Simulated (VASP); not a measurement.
# ZrMo3 (P6/mmm) in VASP: a series of runs

The runs below take ZrMo3 through single point, relaxation of cell and atoms, with PBE.

Everything below comes from runs of VASP 6.6.1. Logs are shortened: lines on timing, memory, paths and dates and some standing lists are left out, and cuts for length are marked.

**1. The cell of the first run**

Symmetry: P6/mmm, No. 191, hexagonal system. Conventional cell: a = 4.074 Å, b = 4.074 Å, c = 4.300 Å, α = 90.00°, β = 90.00°, γ = 120.00°. Zr (site symmetry 6/mmm) has 8 Mo at 2.15 to 2.35 Å within 2.8 Å. Within 2.8 Å of Mo (site symmetry 6/mmm) lie 2 Zr at 2.15 Å. Mo (site symmetry -6m2) has 3 Zr at 2.35 Å and 9 Mo at 2.35 to 3.19 Å within 3.2 Å.

**2. Single point, PBE**

INCAR

```
SYSTEM = ZrMo3
ALGO     = Normal         ! electronic algorithm
EDIFF    = 1E-6           ! SCF threshold, eV
ENCUT    = 500            ! plane-wave cutoff, eV
GGA      = PE             ! functional
GGA_COMPAT= .FALSE.      
ISIF     = 2              ! what is computed and relaxed
ISMEAR   = 0              ! smearing method
LASPH    = .TRUE.         ! aspherical terms in the spheres
LCHARG   = .FALSE.        ! write CHGCAR
LREAL    = .FALSE.        ! projectors in reciprocal space
LWAVE    = .FALSE.        ! write WAVECAR
NBANDS   = 35             ! bands
NELM     = 120            ! most SCF steps
PREC     = Accurate       ! precision mode
SIGMA    = 0.1            ! smearing width, eV
```

KPOINTS

```
k-points
0
G
  6 6 4
  0 0 0
```

POSCAR

```
ZrMo3
1.0
    4.0740297052      0.0000000000      0.0000000000
   -2.0370148526      3.5282132205      0.0000000000
    0.0000000000      0.0000000000      4.2997155874
Zr Mo
1 3
Direct
    0.0000000000      0.0000000000      0.0000000000
    0.0000000000      0.0000000000      0.5000000000
    0.3333333333      0.6666666667      0.0000000000
    0.6666666667      0.3333333333      0.0000000000
```

Potentials or basis: VASP PAW PBE potentials, release 64 (Zr_sv, Mo_sv).

The run is started by

```console
$ cat potpaw_PBE.64/Zr_sv/POTCAR potpaw_PBE.64/Mo_sv/POTCAR > POTCAR
$ mpirun -np 1 vasp_std > vasp.out
```

OUTCAR:

```text
SYSTEM = ZrMo3
   EDIFF = 1E-6
   ENCUT = 500
   GGA = PE
   ISIF = 2
   ISMEAR = 0
   LASPH = .TRUE.
   LREAL = .FALSE.
   NELM = 120
   PREC = Accurate

 ion  position               nearest neighbor table
   1  0.000  0.000  0.000-   2 2.15   2 2.15   4 2.35   3 2.35   4 2.35   3 2.35   4 2.35   3 2.35

   2  0.000  0.000  0.500-   1 2.15   1 2.15   4 3.19   3 3.19   3 3.19   4 3.19   4 3.19   4 3.19
                             3 3.19   3 3.19   4 3.19   4 3.19   3 3.19   3 3.19
   3  0.333  0.667  0.000-   4 2.35   1 2.35   4 2.35   1 2.35   1 2.35   4 2.35   2 3.19   2 3.19
                             2 3.19   2 3.19   2 3.19   2 3.19
   4  0.667  0.333  0.000-   3 2.35   1 2.35   3 2.35   1 2.35   1 2.35   3 2.35   2 3.19   2 3.19
                             2 3.19   2 3.19   2 3.19   2 3.19

  LATTYP: Found a hexagonal cell.
 ALAT       =     4.0740297052
 C/A-ratio  =     1.0553962289

  Lattice vectors:

 A1 = (   4.0740297052,   0.0000000000,   0.0000000000)
 A2 = (  -2.0370148526,   3.5282132205,   0.0000000000)
 A3 = (   0.0000000000,   0.0000000000,   4.2997155874)

Analysis of symmetry for initial positions (statically):
=====================================================================
 Subroutine PRICEL returns:
 Original cell was already a primitive cell.

 Routine SETGRP: Setting up the symmetry group for a
 hexagonal supercell.

 Subroutine GETGRP returns: Found 24 space group operations
 (whereof 24 operations were pure point group operations)
 out of a pool of 24 trial point group operations.

The static configuration has the point symmetry D_6h.

Analysis of symmetry for dynamics (positions and initial velocities):
=====================================================================
 Subroutine PRICEL returns:
 Original cell was already a primitive cell.

 Routine SETGRP: Setting up the symmetry group for a
 hexagonal supercell.

 Subroutine GETGRP returns: Found 24 space group operations
 (whereof 24 operations were pure point group operations)
 out of a pool of 24 trial point group operations.

The dynamic configuration has the point symmetry D_6h.

 Subroutine INISYM returns: Found 24 space group operations
 (whereof 24 operations are pure point group operations),
 and found     1 'primitive' translations

----------------------------------------------------------------------------------------

                                     Primitive cell

  volume of cell :      61.8043

  direct lattice vectors                    reciprocal lattice vectors
     4.074029705  0.000000000  0.000000000     0.245457219  0.141714791  0.000000000
    -2.037014853  3.528213221  0.000000000     0.000000000  0.283429582  0.000000000
     0.000000000  0.000000000  4.299715587     0.000000000  0.000000000  0.232573523

  length of vectors
     4.074029705  4.074029705  4.299715587     0.283429582  0.283429582  0.232573523

  position of ions in fractional coordinates (direct lattice)
     0.000000000  0.000000000  0.000000000
     0.000000000  0.000000000  0.500000000
     0.333333333  0.666666667  0.000000000
     0.666666667  0.333333333  0.000000000

  ion indices of the primitive-cell ions
   primitive index   ion index
                 1           1
                 2           2
                 3           3
                 4           4

----------------------------------------------------------------------------------------

 KPOINTS: k-points

Automatic generation of k-mesh.
 Grid dimensions read from file:
 generate k-points for:    6    6    4

 Generating k-lattice:

  Cartesian coordinates                     Fractional coordinates (reciprocal lattice)
     0.040909536  0.023619132  0.000000000     0.166666667  0.000000000  0.000000000
     0.000000000  0.047238264  0.000000000     0.000000000  0.166666667  0.000000000
     0.000000000  0.000000000  0.058143381     0.000000000  0.000000000  0.250000000

  Length of vectors
     0.047238264  0.047238264  0.058143381

  Shift w.r.t. Gamma in fractional coordinates (k-lattice)
     0.000000000  0.000000000  0.000000000

 Subroutine IBZKPT returns following result:
 ===========================================

 Found     21 irreducible k-points:

 Following reciprocal coordinates:
            Coordinates               Weight
  0.000000  0.000000  0.000000      1.000000
  0.166667 -0.000000  0.000000      6.000000
  0.333333 -0.000000  0.000000      6.000000
  0.500000  0.000000  0.000000      3.000000
  0.166667  0.166667  0.000000      6.000000
  0.333333  0.166667  0.000000     12.000000
[... 13 lines left out ...]
  0.333333  0.166667  0.500000     12.000000
  0.333333  0.333333  0.500000      2.000000
   k-points           NKPTS =     21   k-points in BZ     NKDIM =     21   number of bands    NBANDS=     35
   number of dos      NEDOS =    301   number of ions     NIONS =      4
   total plane-waves  NPLWV =  28800
   dimension x,y,z NGX =    30 NGY =   30 NGZ =   32
   dimension x,y,z NGXF=    60 NGYF=   60 NGZF=   64
   ions per type =               1   3
   NGX,Y,Z   is equivalent  to a cutoff of  12.24, 12.24, 12.37 a.u.
   NGXF,Y,Z  is equivalent  to a cutoff of  24.48, 24.48, 24.75 a.u.
 SYSTEM =  ZrMo3
   PREC   = accura    normal or accurate (medium, high low for compatibility)
   ISTART =      0    job   : 0-new  1-cont  2-samecut
   ICHARG =      2    charge: 1-file 2-atom 10-const
   ISPIN  =      1    spin polarized calculation?
   LNONCOLLINEAR =      F non collinear calculations
   LSORBIT =      F    spin-orbit coupling
   LASPH  =      T    aspherical Exc in radial PAW
   ENCUT  =  500.0 eV  36.75 Ry    6.06 a.u.   7.43  7.43  7.84*2*pi/ulx,y,z
   NELM   =    120;   NELMIN=  2; NELMDL= -5     # of ELM steps
   EDIFF  = 0.1E-05   stopping-criterion for ELM
   LREAL  =      F    real-space projection
   EDIFFG = 0.1E-04   stopping-criterion for IOM
   NSW    =      0    number of steps for IOM
   IBRION =     -1    ionic relax: 0-MD 1-quasi-New 2-CG
   NFREE  =      0    steps in history (QN), initial steepest desc. (CG)
   ISIF   =      2    stress and relaxation
   ISYM   =      2    0-nonsym 1-usesym 2-fastsym
   POTIM  = 0.5000    time-step for ionic-motion
   TEBEG  =    0.0;   TEEND  =   0.0 temperature during run
   PSTRESS=    0.0 pullay stress
   NELECT =      54.0000    total number of electrons
   NUPDOWN=      -1.0000    fix difference up-down
   EMIN   =  10.00;   EMAX   =-10.00  energy-range for DOS
   EFERMI =   0.00;   METHOD = LEGACY
   ISMEAR =     0;   SIGMA  =   0.10  broadening in eV -4-tet -1-fermi 0-gaus
   EFERMI_NEDOS =   21; number of points for ismear=-14 and -15
   IALGO  =     38    algorithm
   IMIX   =      4    mixing-type and parameters
     AMIX     =   0.40;   BMIX     =  1.00
     AMIX_MAG =   1.60;   BMIX_MAG =  1.00
  volume/ion in A,a.u.               =      15.45       104.27
  Fermi-wavevector in a.u.,A,eV,Ry     =   1.565068  2.957549 33.326619  2.449437
  Thomas-Fermi vector in A             =   2.667599
   LORBIT       =      0    0 simple, 1 ext, 2 COOP (PROOUT), +10 PAW based schemes
   GGA     = PE    functional components
   LHFCALC =     F    Hartree Fock is set to
   AEXX    =    0.0000 exact exchange contribution
   IVDW    =     0    specifies the selected vdW correction
   LEPSILON=     F    determine dielectric tensor
   LRPA    =     F    only Hartree local field effects (RPA)
 non-spin polarized calculation
 Gauss-broadening in eV      SIGMA  =   0.10
  energy-cutoff  :      500.00
  volume of cell :       61.80
 maximum number of plane-waves:      1600
 NGX is ok and might be reduce to    30
   NGX = 15   NGY = 15   NGZ = 15

 number of electron      54.0000010 magnetization

 Free energy of the ion-electron system (eV)
  ---------------------------------------------------
  ext. energy  EPLUGINS =         0.00000000
  ---------------------------------------------------
  free energy    TOTEN  =       -27.20278910 eV

  energy without entropy =      -27.17199791  energy(sigma->0) =      -27.18739350

 E-fermi :  12.8201     XC(G=0): -12.9348

 val. band max:       12.7984261953   @ k =   0.0000   0.0000   0.2500
 cond. band min:      12.8224032992   @ k =   0.1667   0.1667   0.0000
 fundamental gap:      0.0239771040
 Fermi energy:        12.8201201581

 k-point     1 :       0.0000    0.0000    0.0000
  band No.  band energies     occupation
      1     -48.6291      2.00000
      2     -48.0232      2.00000
      3     -47.7369      2.00000
      4     -35.1472      2.00000
      5     -23.7904      2.00000
      6     -23.7904      2.00000
[... 27 lines left out ...]
     34      15.5965      0.00000
     35      15.5965      0.00000

 k-point     2 :       0.1667   -0.0000    0.0000
  band No.  band energies     occupation
      1     -48.5762      2.00000
      2     -48.0242      2.00000
      3     -47.7908      2.00000
      4     -35.1853      2.00000
      5     -23.9387      2.00000
      6     -23.7604      2.00000
[... 27 lines left out ...]
     34      16.3930      0.00000
     35      17.8201      0.00000

 k-point     3 :       0.3333   -0.0000    0.0000
  band No.  band energies     occupation
      1     -48.4391      2.00000
      2     -48.0285      2.00000
      3     -47.9272      2.00000
      4     -35.2641      2.00000
      5     -24.1735      2.00000
      6     -23.7121      2.00000
[... 27 lines left out ...]
     34      17.3838      0.00000
     35      17.5735      0.00000
[... 609 lines left out ...]
 k-point    20 :       0.3333    0.1667    0.5000
  band No.  band energies     occupation
      1     -48.3280      2.00000
      2     -48.0370      2.00000
      3     -48.0157      2.00000
      4     -35.5276      2.00000
      5     -24.0521      2.00000
      6     -23.2949      2.00000
[... 27 lines left out ...]
     34      16.7217      0.00000
     35      17.1262      0.00000

 k-point    21 :       0.3333    0.3333    0.5000
  band No.  band energies     occupation
      1     -48.1828      2.00000
      2     -48.1828      2.00000
      3     -48.0156      2.00000
      4     -35.5511      2.00000
      5     -23.8500      2.00000
      6     -22.9465      2.00000
[... 27 lines left out ...]
     34      17.0242      0.00000
     35      17.4263      0.00000

------------------------ aborting loop because EDIFF is reached ----------------------------------------

  FORCE on cell =-STRESS in cart. coord.  units (eV):
  Direction    XX          YY          ZZ          XY          YZ          ZX
  --------------------------------------------------------------------------------------
  -------------------------------------------------------------------------------------
  Total       38.8508796     38.8508796     29.2711778      0.0000000     -0.0000000      0.0000000
  in kB     1007.1466097   1007.1466097    758.8082374      0.0000000     -0.0000000      0.0000000
  external PRESSURE =     924.3671522 kB  Pullay stress =       0.0000000 kB

 VOLUME and BASIS-vectors are now :
 -----------------------------------------------------------------------------
  energy-cutoff  :      500.00
  volume of cell :       61.80
      direct lattice vectors                 reciprocal lattice vectors
     4.074029705  0.000000000  0.000000000     0.245457219  0.141714791  0.000000000
    -2.037014853  3.528213221  0.000000000     0.000000000  0.283429582  0.000000000
     0.000000000  0.000000000  4.299715587     0.000000000  0.000000000  0.232573523

 POSITION                                       TOTAL-FORCE (eV/Angst)
 -----------------------------------------------------------------------------------
      0.00000      0.00000      0.00000         0.000000      0.000000      0.000000
      0.00000      0.00000      2.14986         0.000000      0.000000      0.000000
     -0.00000      2.35214      0.00000        -0.000000     -0.000000      0.000000
      2.03701      1.17607      0.00000         0.000000      0.000000     -0.000000
 -----------------------------------------------------------------------------------
    total drift:                               -0.000000      0.000000      0.000000

  FREE ENERGIE OF THE ION-ELECTRON SYSTEM (eV)
  ---------------------------------------------------
  free  energy   TOTEN  =       -27.2027890979 eV

  energy  without entropy=      -27.1719979102  energy(sigma->0) =      -27.18739350
```

Wall time 71 s (1 thread of Intel Xeon 8259CL, shared host); peak memory 0.19 GiB.

What came out:

| Item | Value |
| --- | --- |
| Free energy | -27.2028 eV |
| Pressure | 92.4 GPa |
| Band gap on the k mesh | zero (bands 27 and 28 overlap by 1.86 eV) |

Caveat: the k points lie up to 0.37 Å⁻¹ apart, too coarse for converged energies and pressures of a metal.

(Part 1 of 2 ends here.)
